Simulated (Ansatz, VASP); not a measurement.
Pd in VASP and in Ansatz

```
CELL_PARAMETERS angstrom
0.00000 1.92012 1.92012
1.92012 0.00000 1.92012
1.92012 1.92012 0.00000
ATOMIC_POSITIONS crystal
Pd 0.00000 0.00000 0.00000
```

Alike in both runs: functional LDA; k mesh 19 × 19 × 19; occupations fermi-dirac, width 0.05 eV; no spin polarisation.

Ansatz relaxed the structure, and its values are those at the end. VASP's run is a single point on that final structure, the one shown.

|  | VASP | Ansatz |
| --- | --- | --- |
| version | VASP 6.6.1 | Ansatz 0.2.0 |
| potentials or method | VASP PAW LDA potentials, release 64 (Pd) | PAW with Ansatz's default frozen-core files, scalar-relativistic |
| plane-wave cutoff (eV) | 500 | 420 |
| valence electrons in the cell | 10 | 18 |

Ansatz gave:

| Item | Value |
| --- | --- |
| pressure (GPa) | 0.0 |

What did VASP give for the same quantities?

Pressure (GPa): 0.3.

LDA's correlation is that of Perdew and Zunger in VASP and of Perdew and Wang (1992) in Ansatz. VASP's potentials hold 10 valence electrons a cell and Ansatz's 18, so a difference there can come from the potentials and not from the codes.
